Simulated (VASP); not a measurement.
CaC: single point with PBE

Crystal: CaC.

```xyz
2
Lattice="3.1199 0.0000 0.0000 0.0000 3.1199 0.0000 0.0000 0.0000 3.1198" Properties=species:S:1:pos:R:3 pbc="T T T"
Ca    1.5600    1.5600    1.5599
C     0.0000    0.0000    0.0000
```

```yaml
Program: VASP 6.6.1
Task: single point
Functional: PBE
Potentials_or_basis: VASP PAW PBE potentials, release 64 (Ca_sv, C)
Cutoff: 520 eV
k_mesh: 18 × 18 × 18
Occupations: gaussian, width 0.1 eV
Spin: no spin polarisation
```

```
Pressure               : 0.4 GPa
Band gap on the k mesh : zero (band 7 reaches 5.32 eV, above the bottom of band 8 at 1.41 eV)
```

Levels at points of the mesh, in eV from the Fermi level:
```tsv
k point	band 4	band 5	band 6	band 7	band 8	band 9	band 10	band 11
(0.00, 0.00, 0.00)	-20.49	-10.31	1.27	1.27	1.27	2.10	2.10	6.75
(0.50, 0.00, 0.00)	-20.42	-8.60	-3.55	0.60	0.60	3.11	7.06	7.29
(0.50, 0.50, 0.00)	-20.36	-8.53	-1.53	-1.53	1.94	2.70	5.35	5.35
(0.00, 0.00, 0.50)	-20.42	-8.60	-3.55	0.60	0.60	3.11	7.06	7.29
(0.50, 0.00, 0.50)	-20.36	-8.53	-1.53	-1.53	1.94	2.70	5.35	5.35
(0.50, 0.50, 0.50)	-20.94	-7.18	-2.65	-2.65	-2.65	8.22	8.22	8.22
```

Wall time 2.5 min on 1 thread of Oxide Virtual Turin-like Processor, with other jobs on the host, peak memory 0.31 GiB.
